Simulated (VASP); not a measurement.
## Mg2Ge: elastic constants with r2SCAN

Crystal: Mg2Ge.

```
Mg Ge
1.0
     0.00000    3.18353    3.18353
     3.18353    0.00000    3.18353
     3.18353    3.18353    0.00000
Mg Ge
2 1
Direct
  0.25000 0.25000 0.25000
  0.75000 0.75000 0.75000
  0.00000 0.00000 0.00000
```

```yaml
Program: VASP 6.6.1
Task: elastic constants
Functional: r2SCAN
Potentials_or_basis: VASP PAW PBE potentials, release 64 (Mg, Ge_d)
Cutoff: 660 eV
k_mesh: 6 × 6 × 6
Occupations: gaussian, width 0.01 eV
Spin: no spin polarisation
Dipole_correction: no
Ions_in_elastic_constants: relaxed
Further_INCAR_settings: ALGO = Normal; EDIFF = 1e-08; NBANDS = 16; IBRION = 6; POTIM = 0.015; NSW = 1; ISIF = 3
```

```yaml
Elastic_constants_C11_C12_C44: 124, 22, 48 GPa
Voigt_bulk_modulus: 56 GPa
Highest_phonon_frequency_at_Γ: 262 cm⁻¹
```

Phonon frequencies in cm⁻¹ (negative: imaginary):
| q point | frequencies |
| --- | --- |
| (0.000, 0.000, 0.000) | 0 0 0 219 219 219 262 262 262 |

Elastic tensor in Voigt notation (GPa, in the Cartesian axes of the cell as first typed):
```
124  22  22   0   0   0
 22 124  22   0   0   0
 22  22 124   0   0   0
  0   0   0  48   0   0
  0   0   0   0  48   0
  0   0   0   0   0  48
```

Clamped-ion elastic tensor (GPa):
```
124  22  22   0   0   0
 22 124  22   0   0   0
 22  22 124   0   0   0
  0   0   0  49   0   0
  0   0   0   0  49   0
  0   0   0   0   0  49
```

Wall time 26 min on 4 MPI ranks on Intel(R) Xeon(R) Platinum 8259CL CPU @ 2.50GHz (Skylake/Cascade Lake) (shared host), peak memory 0.41 GiB a rank.

Caveat: the PAW data sets were made with another functional, which shifts forces and pressure a little.
